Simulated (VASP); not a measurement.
Set up this calculation in VASP 6.6.1, as the native input.

* Task: single point
* Functional: r2SCAN
* Potentials or basis: VASP PAW PBE potentials, release 64 (Nb_sv)
* Cutoff: 520 eV
* k mesh: 11 × 11 × 11
* Occupations: fermi-dirac, width 0.05 eV
* Spin: no spin polarisation
* Dipole correction: no
* Further INCAR settings: ALGO = Normal; EDIFF = 1e-07; NBANDS = 12

Crystal: Nb.

```
Nb
1.0
     0.00000    2.14283    2.14283
     2.14283    0.00000    2.14283
     2.14283    2.14283    0.00000
Nb
1
Direct
  0.00000 0.00000 0.00000
```

The input as run:

POSCAR

```
Nb
1.0
    0.0000000000      2.1428321391      2.1428321391
    2.1428321391      0.0000000000      2.1428321391
    2.1428321391      2.1428321391      0.0000000000
Nb
1
Direct
    0.0000000000      0.0000000000      0.0000000000
```

INCAR.step1

```
SYSTEM = Nb
ALGO = Normal ; EDIFF = 1E-4
ENCUT = 520 ; GGA = PE
ISMEAR = -1 ; LASPH = .TRUE.
LCHARG = .FALSE. ; LREAL = .FALSE.
LWAVE = .TRUE. ; NBANDS = 12
NELM = 100 ; PREC = Accurate
SIGMA = 0.05
```

INCAR.step2

```
SYSTEM = Nb
ALGO = Normal ; EDIFF = 1E-7
ENCUT = 520 ; ISIF = 2
ISMEAR = -1 ; ISTART = 1
LASPH = .TRUE. ; LCHARG = .TRUE.
LELF = .TRUE. ; LMIXTAU = .TRUE.
LREAL = .FALSE. ; LVHAR = .TRUE.
LWAVE = .FALSE. ; METAGGA = R2SCAN
NBANDS = 12 ; NELM = 100
PREC = Accurate ; SIGMA = 0.05
```

KPOINTS

```
k-points
0
G
  11 11 11
  0 0 0
```

Potentials or basis: VASP PAW PBE potentials, release 64 (Nb_sv).

Command:

```console
$ cat potpaw_PBE.64/Nb_sv/POTCAR > POTCAR
$ cp INCAR.step1 INCAR
$ mpirun -np 1 vasp_std > vasp.out
$ cp INCAR.step2 INCAR
$ mpirun -np 1 vasp_std > vasp.out
```

Results of the run:

| Item | Value |
| --- | --- |
| Pressure | -8.2 GPa |

Caveat: the PAW data sets were made with another functional, which shifts forces and pressure a little.

Wall time 3.1 min on 1 thread of AMD EPYC 7R13, on a shared host, peak memory 0.12 GiB.
